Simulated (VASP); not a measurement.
Input of a VASP 6.6.1 run:

Contents of INCAR:

```
SYSTEM = TiN
PREC = Accurate
ENCUT = 600
EDIFF = 1E-7
ISMEAR = -1
SIGMA = 0.08
LREAL = .FALSE.
LASPH = .TRUE.
NELM = 60
ALGO = Normal
ISIF = 3
LWAVE = .FALSE.
LCHARG = .FALSE.
GGA = PE
IBRION = 2
NSW = 60
EDIFFG = -0.005
```

Contents of KPOINTS:

```
Automatic mesh
0
G
  17 17 17
  0 0 0
```

Contents of POSCAR:

```
TiN
1.0
    0.0000000000      2.1544346900      2.1544346900
    2.1544346900      0.0000000000      2.1544346900
    2.1544346900      2.1544346900      0.0000000000
Ti N
1 1
Direct
    0.0000000000      0.0000000000      0.0000000000
    0.5000000000      0.5000000000      0.5000000000
```

Potentials or basis: VASP PAW PBE potentials, release 64 (Ti_sv, N).

Command:

```console
$ cat potpaw_PBE.64/Ti_sv/POTCAR potpaw_PBE.64/N/POTCAR > POTCAR
$ mpirun -np 1 vasp_std > vasp.out
```

**Question.** Predict the relaxed volume.

**Answer.** 9.59 Å³/atom.

**Question.** Predict the relaxed cell.

**Answer.** a = 3.004 Å, b = 3.004 Å, c = 3.004 Å, α = 60.00°, β = 60.00°, γ = 60.00°.

The path:
| step | energy change (eV) | largest force (eV/Å) | pressure (GPa) | volume (Å³) |
| --- | --- | --- | --- | --- |
| 1 | 0.0000 | 0.0000 | -10.60 | 20.00 |
| 2 | 0.0241 | 0.0000 | 17.11 | 18.15 |
| 3 | -0.0283 | 0.0000 | -0.15 | 19.19 |
| 4 | -0.0283 | 0.0000 | 0.07 | 19.17 |
